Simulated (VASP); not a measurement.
Wanted: the native input for a VASP 6.6.1 run.

| Item | Value |
| --- | --- |
| Task | single point |
| Functional | PBE |
| Potentials or basis | VASP PAW PBE potentials, release 64 (In_d) |
| Cutoff | 520 eV |
| k mesh | 11 × 11 × 11 |
| Occupations | gaussian, width 0.014 eV |
| Spin | no spin polarisation |
| Dipole correction | no |
| Further INCAR settings | ALGO = Normal; EDIFF = 1e-07; NBANDS = 12 |

The structure of In lies in POSCAR:

```
In
1.0
   -1.6254700000      1.6254700000      2.4737000000
    1.6254700000     -1.6254700000      2.4737000000
    1.6254700000      1.6254700000     -2.4737000000
In
1
Direct
    0.0000000000      0.0000000000      0.0000000000
```

These files were run (other wordings do the same):

INCAR

```
SYSTEM = In
PREC = Accurate ; ENCUT = 520
EDIFF = 1E-7 ; ISMEAR = 0
SIGMA = 0.014 ; LREAL = .False.
LASPH = .True. ; NELM = 60
ALGO = Normal ; ISIF = 2
LWAVE = .False. ; LCHARG = .False.
GGA = PE ; NBANDS = 12
```

KPOINTS

```
Automatic mesh
0
Gamma
  11 11 11
  0 0 0
```

Potentials or basis: VASP PAW PBE potentials, release 64 (In_d).

Run with:

```console
$ cat potpaw_PBE.64/In_d/POTCAR > POTCAR
$ mpirun -np 1 vasp_std > vasp.out
```

Results of the run:

| Item | Value |
| --- | --- |
| Pressure | 2.0 GPa |

It took 54 s on 1 thread of Intel(R) Xeon(R) Platinum 8259CL CPU @ 2.50GHz (Skylake/Cascade Lake), on a shared host, peak memory 0.18 GiB.
